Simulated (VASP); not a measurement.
# Rh (Cmcm) in VASP: a series of runs

Runs on Rh. Level: PBEsol. Tasks: single point.

Everything below comes from runs of VASP 6.6.1. Logs are shortened: lines on timing, memory, paths and dates and some standing lists are left out, and cuts for length are marked.

### Step 1. The cell of the first run

The structure is orthorhombic, space group Cmcm (No. 63). The conventional cell has a = 2.823 Å, b = 4.209 Å, c = 9.048 Å, α = 90.00°, β = 90.00°, γ = 90.00°. Within 3.3 Å of Rh (site symmetry 2/m) lie 12 Rh at 2.53 to 2.82 Å. Within 3.3 Å of Rh (site symmetry m2m) lie 12 Rh at 2.53 to 2.82 Å.

### Step 2. Single point, PBEsol

File INCAR:

```
SYSTEM = Rh
  PREC = Accurate
  ENCUT = 520
  EDIFF = 1E-6
  ISMEAR = 0
  SIGMA = 0.15
  LREAL = .FALSE.
  LASPH = .TRUE.
  NELM = 80
  ALGO = Fast
  ISIF = 2
  LWAVE = .FALSE.
  LCHARG = .TRUE.
  GGA = PS
  LELF = .TRUE.
  LVHAR = .TRUE.
  NBANDS = 38
```

File KPOINTS:

```
Automatic mesh
0
G
  18 18 6
  0 0 0
```

File POSCAR:

```
Rh
1.0
    2.8225871815      0.0000000000      0.0000000000
   -1.4112935908      2.1047442932      0.0000000000
    0.0000000000      0.0000000000      9.0478106183
Rh
4
Direct
    0.0000000000      0.0000000000      0.0000000000
    0.3333333333      0.6666666667      0.2500000000
    0.0000000000      0.0000000000      0.5000000000
    0.6666666667      0.3333333333      0.7500000000
```

Potentials or basis: VASP PAW PBE potentials, release 64 (Rh_pv).

Launch:

```
$ cat potpaw_PBE.64/Rh_pv/POTCAR > POTCAR
$ mpirun -np 1 vasp_std > vasp.out
```

OUTCAR:

```text
SYSTEM = Rh
   PREC = Accurate
   ENCUT = 520
   EDIFF = 1E-6
   ISMEAR = 0
   LREAL = .FALSE.
   LASPH = .TRUE.
   NELM = 80
   ISIF = 2
   GGA = PS

 ion  position               nearest neighbor table
   1  0.000  0.000  0.000-   2 2.66   4 2.66   4 2.76   2 2.76   4 2.76   2 2.76
   2  0.333  0.667  0.250-   1 2.66   3 2.66   1 2.76   3 2.76   1 2.76   3 2.76
   3  0.000  0.000  0.500-   2 2.66   4 2.66   4 2.76   2 2.76   4 2.76   2 2.76
   4  0.667  0.333  0.750-   1 2.66   3 2.66   1 2.76   3 2.76   1 2.76   3 2.76

  Warning from LATTYP: Monoclinic adjustment (A1->A3, A2->A1, A3->A2)!
  LATTYP: Found a base centered orthorhombic cell.
 ALAT       =     2.8225871815
 B/A-ratio  =     1.4913582170
 C/A-ratio  =     3.2055026245

  Lattice vectors:

 A1 = (   1.4112935908,  -2.1047442932,   0.0000000000)
 A2 = (   1.4112935907,   2.1047442932,   0.0000000000)
 A3 = (   0.0000000000,   0.0000000000,   9.0478106183)

Analysis of symmetry for initial positions (statically):
=====================================================================
 Subroutine PRICEL returns:
 Original cell was already a primitive cell.

 Routine SETGRP: Setting up the symmetry group for a
 base centered orthorhombic supercell.

 Subroutine GETGRP returns: Found  8 space group operations
 (whereof  4 operations were pure point group operations)
 out of a pool of  8 trial point group operations.

The static configuration has the point symmetry C_2h.
 The point group associated with its full space group is D_2h.

Analysis of symmetry for dynamics (positions and initial velocities):
=====================================================================
 Subroutine PRICEL returns:
 Original cell was already a primitive cell.

 Routine SETGRP: Setting up the symmetry group for a
 base centered orthorhombic supercell.

 Subroutine GETGRP returns: Found  8 space group operations
 (whereof  4 operations were pure point group operations)
 out of a pool of  8 trial point group operations.

The dynamic configuration has the point symmetry C_2h.
 The point group associated with its full space group is D_2h.

 Subroutine INISYM returns: Found  8 space group operations
 (whereof  4 operations are pure point group operations),
 and found     1 'primitive' translations

----------------------------------------------------------------------------------------

                                     Primitive cell

  volume of cell :      53.7515

  direct lattice vectors                    reciprocal lattice vectors
     2.822587181  0.000000000  0.000000000     0.354284894  0.237558549  0.000000000
    -1.411293591  2.104744293  0.000000000     0.000000000  0.475117098  0.000000000
     0.000000000  0.000000000  9.047810618     0.000000000  0.000000000  0.110523976

  length of vectors
     2.822587181  2.534106971  9.047810618     0.426558144  0.475117098  0.110523976

  position of ions in fractional coordinates (direct lattice)
     0.000000000  0.000000000  0.000000000
     0.333333333  0.666666667  0.250000000
     0.000000000  0.000000000  0.500000000
     0.666666667  0.333333333  0.750000000

  ion indices of the primitive-cell ions
   primitive index   ion index
                 1           1
                 2           2
                 3           3
                 4           4

----------------------------------------------------------------------------------------

 KPOINTS: Automatic mesh

Automatic generation of k-mesh.
 Grid dimensions read from file:
 generate k-points for:   18   18    6

 Generating k-lattice:

  Cartesian coordinates                     Fractional coordinates (reciprocal lattice)
     0.019682494  0.013197697  0.000000000     0.055555556 -0.000000000  0.000000000
     0.000000000  0.026395394  0.000000000     0.000000000  0.055555556  0.000000000
     0.000000000  0.000000000  0.018420663     0.000000000  0.000000000  0.166666667

  Length of vectors
     0.023697675  0.026395394  0.018420663

  Shift w.r.t. Gamma in fractional coordinates (k-lattice)
     0.000000000  0.000000000  0.000000000

 Subroutine IBZKPT returns following result:
 ===========================================

 Found    364 irreducible k-points:

 Following reciprocal coordinates:
            Coordinates               Weight
  0.000000  0.000000  0.000000      1.000000
  0.055556 -0.000000  0.000000      4.000000
  0.111111 -0.000000  0.000000      4.000000
  0.166667  0.000000  0.000000      4.000000
  0.222222 -0.000000  0.000000      4.000000
  0.277778  0.000000  0.000000      4.000000
[... 16 lines left out ...]
 -0.333333  0.055556  0.000000      4.000000
 -0.277778  0.055556  0.000000      4.000000
 [... further k-points ...]
   k-points           NKPTS =    364   k-points in BZ     NKDIM =    364   number of bands    NBANDS=     38
   number of dos      NEDOS =    301   number of ions     NIONS =      4
   total plane-waves  NPLWV =  33600
   dimension x,y,z NGX =    24 NGY =   20 NGZ =   70
   dimension x,y,z NGXF=    48 NGYF=   40 NGZF=  140
   ions per type =               4
   NGX,Y,Z   is equivalent  to a cutoff of  14.14, 13.12, 12.86 a.u.
   NGXF,Y,Z  is equivalent  to a cutoff of  28.27, 26.24, 25.72 a.u.
 SYSTEM =  Rh
   PREC   = accura    normal or accurate (medium, high low for compatibility)
   ISTART =      0    job   : 0-new  1-cont  2-samecut
   ICHARG =      2    charge: 1-file 2-atom 10-const
   ISPIN  =      1    spin polarized calculation?
   LNONCOLLINEAR =      F non collinear calculations
   LSORBIT =      F    spin-orbit coupling
   LASPH  =      T    aspherical Exc in radial PAW
   ENCUT  =  520.0 eV  38.22 Ry    6.18 a.u.   5.25  4.71 16.82*2*pi/ulx,y,z
   NELM   =     80;   NELMIN=  2; NELMDL= -5     # of ELM steps
   EDIFF  = 0.1E-05   stopping-criterion for ELM
   LREAL  =      F    real-space projection
   EDIFFG = 0.1E-04   stopping-criterion for IOM
   NSW    =      0    number of steps for IOM
   IBRION =     -1    ionic relax: 0-MD 1-quasi-New 2-CG
   NFREE  =      0    steps in history (QN), initial steepest desc. (CG)
   ISIF   =      2    stress and relaxation
   ISYM   =      2    0-nonsym 1-usesym 2-fastsym
   POTIM  = 0.5000    time-step for ionic-motion
   TEBEG  =    0.0;   TEEND  =   0.0 temperature during run
   PSTRESS=    0.0 pullay stress
   NELECT =      60.0000    total number of electrons
   NUPDOWN=      -1.0000    fix difference up-down
   EMIN   =  10.00;   EMAX   =-10.00  energy-range for DOS
   EFERMI =   0.00;   METHOD = LEGACY
   ISMEAR =     0;   SIGMA  =   0.15  broadening in eV -4-tet -1-fermi 0-gaus
   EFERMI_NEDOS =   21; number of points for ismear=-14 and -15
   IALGO  =     68    algorithm
   IMIX   =      4    mixing-type and parameters
     AMIX     =   0.40;   BMIX     =  1.00
     AMIX_MAG =   1.60;   BMIX_MAG =  1.00
  volume/ion in A,a.u.               =      13.44        90.68
  Fermi-wavevector in a.u.,A,eV,Ry     =   1.698225  3.209180 39.238760  2.883967
  Thomas-Fermi vector in A             =   2.778763
   LORBIT       =      0    0 simple, 1 ext, 2 COOP (PROOUT), +10 PAW based schemes
   GGA     = PS    functional components
   LHFCALC =     F    Hartree Fock is set to
   AEXX    =    0.0000 exact exchange contribution
   IVDW    =     0    specifies the selected vdW correction
   LEPSILON=     F    determine dielectric tensor
   LRPA    =     F    only Hartree local field effects (RPA)
 non-spin polarized calculation
 RMM-DIIS sequential band-by-band and
 Gauss-broadening in eV      SIGMA  =   0.15
  energy-cutoff  :      520.00
  volume of cell :       53.75
 maximum number of plane-waves:      1466
 NGX is ok and might be reduce to    24

 number of electron      60.0000009 magnetization

 Free energy of the ion-electron system (eV)
  ---------------------------------------------------
  ext. energy  EPLUGINS =         0.00000000
  ---------------------------------------------------
  free energy    TOTEN  =       -31.69970842 eV

  energy without entropy =      -31.63170958  energy(sigma->0) =      -31.66570900

 E-fermi :  12.1692     XC(G=0): -14.3485

 val. band max:       12.1683985502   @ k =   0.0000   0.1667   0.5000
 cond. band min:      12.1698450866   @ k =   0.3333  -0.0000   0.0000
 fundamental gap:      0.0014465365
 Fermi energy:        12.1691811840

 k-point     1 :       0.0000    0.0000    0.0000
  band No.  band energies     occupation
      1     -34.8786      2.00000
      2     -34.5486      2.00000
      3     -34.5296      2.00000
      4     -34.2112      2.00000
      5     -34.1863      2.00000
      6     -34.1826      2.00000
[... 30 lines left out ...]
     37      20.1440      0.00000
     38      26.1410      0.00000

 k-point     2 :       0.0556   -0.0000    0.0000
  band No.  band energies     occupation
      1     -34.8717      2.00000
      2     -34.5488      2.00000
      3     -34.5292      2.00000
      4     -34.2271      2.00000
      5     -34.1999      2.00000
      6     -34.1894      2.00000
[... 30 lines left out ...]
     37      20.1275      0.00000
     38      26.2269      0.00000

 k-point     3 :       0.1111   -0.0000    0.0000
  band No.  band energies     occupation
      1     -34.8520      2.00000
      2     -34.5515      2.00000
      3     -34.5301      2.00000
      4     -34.2913      2.00000
      5     -34.2465      2.00000
      6     -34.2345      2.00000
[... 30 lines left out ...]
     37      20.0828      0.00000
     38      26.4841      0.00000

 k-point     4 :       0.1667    0.0000    0.0000
  band No.  band energies     occupation
      1     -34.8220      2.00000
      2     -34.5665      2.00000
      3     -34.5405      2.00000
      4     -34.3948      2.00000
      5     -34.3373      2.00000
      6     -34.3121      2.00000
[... 30 lines left out ...]
     37      20.0246      0.00000
     38      26.8189      0.00000
[... 703 lines left out ...]
      4     -34.7377      2.00000
      5     -34.6090      2.00000
      6     -34.4169      2.00000
[... 30 lines left out ...]
     37      20.1949      0.00000
     38      22.1258      0.00000

 k-point    23 :      -0.3333    0.0556    0.0000
  band No.  band energies     occupation
      1     -34.7728      2.00000
      2     -34.7220      2.00000
      3     -34.6650      2.00000
      4     -34.6287      2.00000
      5     -34.6152      2.00000
      6     -34.4079      2.00000
[... 30 lines left out ...]
     37      20.0208      0.00000
     38      23.7113      0.00000

 k-point    24 :      -0.2778    0.0556    0.0000
  band No.  band energies     occupation
      1     -34.7720      2.00000
      2     -34.6274      2.00000
      3     -34.5876      2.00000
      4     -34.5400      2.00000
      5     -34.4832      2.00000
      6     -34.3819      2.00000
[... 30 lines left out ...]
     37      19.9824      0.00000
     38      25.5142      0.00000

 [... further k-points ...]

------------------------ aborting loop because EDIFF is reached ----------------------------------------

  FORCE on cell =-STRESS in cart. coord.  units (eV):
  Direction    XX          YY          ZZ          XY          YZ          ZX
  --------------------------------------------------------------------------------------
  -------------------------------------------------------------------------------------
  Total       -1.7905499     13.8357941     -3.8681522     -0.0000000      0.0000000      0.0000000
  in kB      -53.3711787    412.4055155   -115.2985732     -0.0000000      0.0000000      0.0000000
  external PRESSURE =      81.2452545 kB  Pullay stress =       0.0000000 kB

 VOLUME and BASIS-vectors are now :
 -----------------------------------------------------------------------------
  energy-cutoff  :      520.00
  volume of cell :       53.75
      direct lattice vectors                 reciprocal lattice vectors
     2.822587181  0.000000000  0.000000000     0.354284894  0.237558549  0.000000000
    -1.411293591  2.104744293  0.000000000     0.000000000  0.475117098  0.000000000
     0.000000000  0.000000000  9.047810618     0.000000000  0.000000000  0.110523976

 POSITION                                       TOTAL-FORCE (eV/Angst)
 -----------------------------------------------------------------------------------
      0.00000      0.00000      0.00000         0.000000      0.000000      0.000000
     -0.00000      1.40316      2.26195        -0.000000      0.285715     -0.000000
      0.00000      0.00000      4.52391         0.000000      0.000000      0.000000
      1.41129      0.70158      6.78586         0.000000     -0.285715     -0.000000
 -----------------------------------------------------------------------------------
    total drift:                               -0.000000      0.000000      0.000000

  FREE ENERGIE OF THE ION-ELECTRON SYSTEM (eV)
  ---------------------------------------------------
  free  energy   TOTEN  =       -31.6997084195 eV

  energy  without entropy=      -31.6317095760  energy(sigma->0) =      -31.66570900
```

Wall time 7.1 min (1 thread of AMD EPYC 9R45 (Zen 5), shared host); peak memory 0.54 GiB.

Results:

```
Free energy            : -31.6997 eV
Pressure               : 8.1 GPa
Largest force          : 0.286 eV/Å
Band gap on the k mesh : zero (bands 30 and 31 overlap by 2.87 eV)
```

Forces on the atoms (eV/Å):
```
Rh   0.000  0.000  0.000
Rh   0.000  0.286  0.000
Rh   0.000  0.000  0.000
Rh   0.000 -0.286  0.000
```

Caveat: the cell differs from its parent crystal (strain +e along x and -e along y +0.0733, strain +e along z and -e/2 along x and y +0.0367); the stress differs along the axes, from -12 to 41 GPa; the PAW data sets were made with another functional, which shifts forces and pressure a little.

### Step 3. Single point, PBEsol

This run uses another cell than the first one, of the same volume but with other edges.

File INCAR:

```
SYSTEM = Rh
PREC = Accurate
ENCUT = 520
EDIFF = 1E-7
ISMEAR = 0
SIGMA = 0.15
LREAL = .FALSE.
LASPH = .TRUE.
NELM = 80
ALGO = Fast
ISIF = 2
LWAVE = .FALSE.
LCHARG = .FALSE.
GGA = PS
NBANDS = 38
```

KPOINTS is that of step 2.

File POSCAR:

```
Rh
1.0
    2.6756986690      0.0000000000      0.0000000000
   -1.3378493345      2.1471473544      0.0000000000
    0.0000000000      0.0000000000      9.3672375197
Rh
4
Direct
    0.0000000000      0.0000000000      0.0000000000
    0.3333333333      0.6666666667      0.2500000000
    0.0000000000      0.0000000000      0.5000000000
    0.6666666667      0.3333333333      0.7500000000
```

Potentials or basis: VASP PAW PBE potentials, release 64 (Rh_pv).

Launch:

```
$ cat potpaw_PBE.64/Rh_pv/POTCAR > POTCAR
$ mpirun -np 1 vasp_std > vasp.out
```

Wall time 6.7 min (1 thread of AMD EPYC 9R45 (Zen 5), shared host); peak memory 0.53 GiB.

Results (log left out):

```
Free energy            : -31.7844 eV
Pressure               : 7.8 GPa
Largest force          : 0.093 eV/Å
Band gap on the k mesh : zero (bands 30 and 31 overlap by 2.65 eV)
```

Forces on the atoms (eV/Å):
```
Rh   0.000  0.000  0.000
Rh   0.000  0.093  0.000
Rh   0.000  0.000  0.000
Rh   0.000 -0.093  0.000
```

Stress tensor (GPa, compression positive):
```
  6.68   0.00   0.00
  0.00  37.69   0.00
  0.00   0.00 -21.07
```

Levels at points of the mesh, in eV from the Fermi level:
```tsv
k point	band 26	band 27	band 28	band 29	band 30	band 31	band 32	band 33	band 34	band 35
(0.00, 0.00, 0.00)	-2.17	-2.09	-1.07	-0.76	-0.51	-0.36	-0.31	-0.25	-0.03	0.32
(0.50, 0.00, 0.00)	0.32	0.53	0.68	1.00	1.02	1.15	1.28	1.30	2.16	4.39
(0.00, 0.50, 0.00)	0.20	0.38	0.77	1.39	1.46	1.47	1.54	2.11	3.04	5.11
(0.00, 0.00, 0.50)	-2.18	-1.90	-1.90	-0.87	-0.87	-0.57	-0.57	0.09	0.09	0.33
(0.50, 0.00, 0.50)	-1.01	0.03	0.03	1.00	1.00	1.11	1.11	2.94	2.94	4.21
(0.00, 0.50, 0.50)	-0.78	-0.40	-0.40	1.41	1.41	1.52	1.52	3.50	3.50	4.99
```

Caveat: the cell differs from its parent crystal (strain +e along x and -e along y +0.0367, strain +e along z and -e/2 along x and y +0.0733); the stress differs along the axes, from -21 to 38 GPa; the PAW data sets were made with another functional, which shifts forces and pressure a little.

(Continued in part 2 of 2.)
